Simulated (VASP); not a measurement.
Runs of VASP 6.6.1 on V. The structure is that of space group Im-3m (No. 229), or close to it. The cells are those of the table. 

| task | spin | cell | cutoff (eV) | gap on the mesh (eV) | pressure (GPa) | moment (μB) |
| --- | --- | --- | --- | --- | --- | --- |
| single point | off | a = 2.595 Å, angles 109.5°, 1 atom | 520 | none | 0.2 | - |
| electric field gradients | off | a = 2.623 Å, angles 109.5°, 1 atom | 520 | none | -5.3 | - |
| relaxation of cell and atoms | off | relaxed from a = 2.595 Å, angles 109.5°, 1 atom | 600 | none | 0.0 | - |
| single point | collinear, ferromagnetic start | a = 2.623 Å, angles 109.5°, 1 atom | 520 | none | -5.2 | 0.00 |
| single point | off | a = 2.578 Å, angles 109.5°, 1 atom | 520 | none | (a) | - |
| single point | collinear | a = 2.595 Å, angles 109.5°, 1 atom | 520 | none | 0.3 | 0.00 |
| single point | collinear | a = 2.591 Å, angles 109.5°, 1 atom | 520 | none | (b) | 0.00 |
| single point | off | a = 2.629 Å, angles 109.5°, 1 atom | 520 | none | -6.4 | - |
| single point | off | a = 2.612 Å, angles 109.5°, 1 atom | 520 | none | -3.3 | - |
| electric field gradients | off | a = 2.595 Å, angles 109.5°, 1 atom | 520 | none | 0.2 | - |
| single point | off | a = 2.560 Å, angles 109.5°, 1 atom | 520 | none | 8.3 | - |

Alike in all rows: level PBE; potentials or basis VASP PAW PBE potentials, release 64 (V_sv); k mesh 20 × 20 × 20; smearing gaussian 0.05 eV.

**Question.** Fill in the values left out.

**Answer.** (a) 4.2; (b) 1.2.

Caveats: the cell stands under tension (at least some runs); the cell stands under pressure (at least some runs).

A gap of «none» marks levels without a gap at the run's occupations.
